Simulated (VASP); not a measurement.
Runs of VASP 6.6.1 on MgO (CsCl type). The structure is that of space group Pm-3m (No. 221), or close to it. The cells are those of the table. 

| cell | gap on the mesh (eV) | pressure (GPa) |
| --- | --- | --- |
| a = 2.093 Å, 2 atoms | 7.29 | 424.6 |
| a = 2.232 Å, 2 atoms | 6.59 | 204.8 |
| a = 2.292 Å, 2 atoms | 6.31 | (c) |
| a = 2.035 Å, 2 atoms | 7.60 | 567.7 |
| a = 2.064 Å, 2 atoms | 7.44 | 490.3 |
| a = 2.128 Å, 2 atoms | (b) | 355.8 |
| a = 2.168 Å, 2 atoms | (d) | (a) |

Alike in all rows: task single point; level PBEsol; potentials or basis VASP PAW PBE potentials, release 64 (Mg, O); no spin polarisation; k mesh 12 × 12 × 12; cutoff (eV) 600; smearing gaussian 0.01 eV.

Task: Fill in the values left out.

Result: (a) 288.7; (b) 7.10; (c) 145.2; (d) 6.90.

Caveats: the PAW data sets were made with another functional, which shifts forces and pressure a little.

A k mesh can miss the band edges.
